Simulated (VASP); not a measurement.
A run of VASP 6.6.1:

File INCAR:

```
PREC = Accurate ; ENCUT = 520
EDIFF = 1E-7 ; ISMEAR = -1
SIGMA = 0.02 ; LREAL = F
LASPH = T ; NELM = 150
ALGO = Normal ; ISIF = 2
LWAVE = F ; LCHARG = T
ISPIN = 2 ; MAGMOM = 5 0
LORBIT = 11 ; NUPDOWN = 5.0
LMAXMIX = 4 ; LDAU = T
LDAUTYPE = 2 ; LDAUL = 2 -1
LDAUU = 2.8 0 ; LDAUJ = 0 0
LDAUPRINT = 1 ; GGA = PE
LELF = T ; LVHAR = T
NBANDS = 20
```

The input KPOINTS:

```
Automatic mesh
0
Gamma
  9 9 9
```

The input POSCAR:

```
MnO
1.0
    0.0000000000      2.2400000000      2.2400000000
    2.2400000000      0.0000000000      2.2400000000
    2.2400000000      2.2400000000      0.0000000000
Mn O
1 1
Direct
    0.0000000000      0.0000000000      0.0000000000
    0.5000000000      0.5000000000      0.5000000000
```

Potentials or basis: VASP PAW PBE potentials, release 64 (Mn_pv, O).

The run is started by

```bash
$ cat potpaw_PBE.64/Mn_pv/POTCAR potpaw_PBE.64/O/POTCAR > POTCAR
$ mpirun -np 1 vasp_std > vasp.out
```

Hardware: 1 thread of Intel(R) Xeon(R) Platinum 8488C (Sapphire Rapids) (shared host).

Estimate the wall time of this run.

Run time: 22 s on 1 thread of Intel(R) Xeon(R) Platinum 8488C (Sapphire Rapids), on a shared host, peak memory 0.16 GiB. Counts: scf iterations 16, k points 35.
